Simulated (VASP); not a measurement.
Write the native input for VASP 6.6.1 that does the following.

```yaml
Task: single point
Functional: LDA
Potentials_or_basis: VASP PAW LDA potentials, release 64 (Hg, Te)
Cutoff: 520 eV
k_mesh: 6 × 6 × 6
Occupations: fermi-dirac, width 0.02 eV
Spin: no spin polarisation
Dipole_correction: no
Further_INCAR_settings: ALGO = Normal; EDIFF = 1e-06; NBANDS = 16
```

The structure of HgTe lies in POSCAR:

```
HgTe
1.0
    0.0000000000      3.2891972678      3.2891972678
    3.2891972678      0.0000000000      3.2891972678
    3.2891972678      3.2891972678      0.0000000000
Hg Te
1 1
Direct
    0.0000000000      0.0000000000      0.0000000000
    0.2500000000      0.2500000000      0.2500000000
```

The input as run:

INCAR

```
PREC = Accurate
ENCUT = 520
EDIFF = 1E-6
ISMEAR = -1
SIGMA = 0.02
LREAL = F
LASPH = T
NELM = 100
ALGO = Normal
ISIF = 2
LWAVE = F
LCHARG = F
NBANDS = 16
```

KPOINTS

```
Automatic mesh
0
Gamma
  6 6 6
```

Potentials or basis: VASP PAW LDA potentials, release 64 (Hg, Te).

The run is started by

```console
$ cat potpaw_LDA.64/Hg/POTCAR potpaw_LDA.64/Te/POTCAR > POTCAR
$ mpirun -np 1 vasp_std > vasp.out
```

It gave:

- Pressure: -2.4 GPa
- Band gap on the k mesh: zero (filled and empty bands touch)

Caveat: semilocal functionals underestimate gaps, and a narrow one can read as zero; spin-orbit coupling is left out, which moves the levels of the heavy elements.

It took 25 s on 1 thread of AMD EPYC 7R43 64-Core Processor (Zen 3), with other jobs on the host, peak memory 0.14 GiB.
